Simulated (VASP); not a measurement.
Input of a VASP 6.6.1 run:

INCAR

```
SYSTEM = SrO
ALGO = Normal
EDIFF = 1E-6
ENCUT = 520
GGA = PE
ISIF = 2
ISMEAR = -1
LASPH = .True.
LCHARG = .False.
LREAL = .False.
LWAVE = .False.
NBANDS = 15
NELM = 80
PREC = Accurate
SIGMA = 0.02
```

The input KPOINTS:

```
k-points
0
Gamma
  8 8 8
  0 0 0
```

POSCAR

```
SrO
1.0
    0.0770940000      2.6083470000      2.6083470000
    2.6083470000      0.0770940000      2.6083470000
    2.6083470000      2.6083470000      0.0770940000
Sr O
1 1
Direct
    0.0000000000      0.0000000000      0.0000000000
    0.5000000000      0.5000000000      0.5000000000
```

Potentials or basis: VASP PAW PBE potentials, release 64 (Sr_sv, O).

Launch:

```console
$ cat potpaw_PBE.64/Sr_sv/POTCAR potpaw_PBE.64/O/POTCAR > POTCAR
$ mpirun -np 1 vasp_std > vasp.out
```

Question: Predict the pressure.

Answer: 3.5 GPa.

Question: What does it give for the band gap on the k mesh?

Answer: 3.21 eV, indirect (least direct gap 3.30 eV).

Stress tensor (GPa, compression positive):
```
 3.49 -1.75 -1.75
-1.75  3.49 -1.75
-1.75 -1.75  3.49
```

Caveat: the cell differs from its parent crystal (equal xy, yz and zx shear strains of +3 %). A k mesh can miss the band edges.
